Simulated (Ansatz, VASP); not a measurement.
Two plane-wave programs on B2C

```
CELL_PARAMETERS angstrom
2.66859 0.00000 0.00000
0.00000 2.66859 0.00000
0.00000 0.00000 2.94000
ATOMIC_POSITIONS crystal
B 0.50000 0.50000 0.00000
B 0.00000 0.00000 0.50000
C 0.00000 0.00000 0.00000
```

Alike in both runs: functional PBE; k mesh 7 × 7 × 5; occupations gaussian, width 0.2 eV; no spin polarisation.

Ansatz relaxed the structure, and its values are those at the end. VASP's run is a single point on that final structure, the one shown.

|  | VASP | Ansatz |
| --- | --- | --- |
| version | VASP 6.6.1 | Ansatz 0.2.0 |
| potentials or method | VASP PAW PBE potentials, release 64 (B, C), cutoff 600 eV | scalar-relativistic, plane waves, PAW |
| valence electrons in the cell | 10 | 10 |

|  | VASP | Ansatz | Ansatz less VASP |
| --- | --- | --- | --- |
| gap on the k mesh at the Fermi level (eV) | none | none | - |
| pressure (GPa) | -0.3 | -0.1 | +0.20 |

A gap of «none» marks a metal or a gap that the smearing closes. The functional is the same, so the differences come from potentials, cutoffs and numerics.

The k mesh is coarse, so the values compare programs but aren't converged.
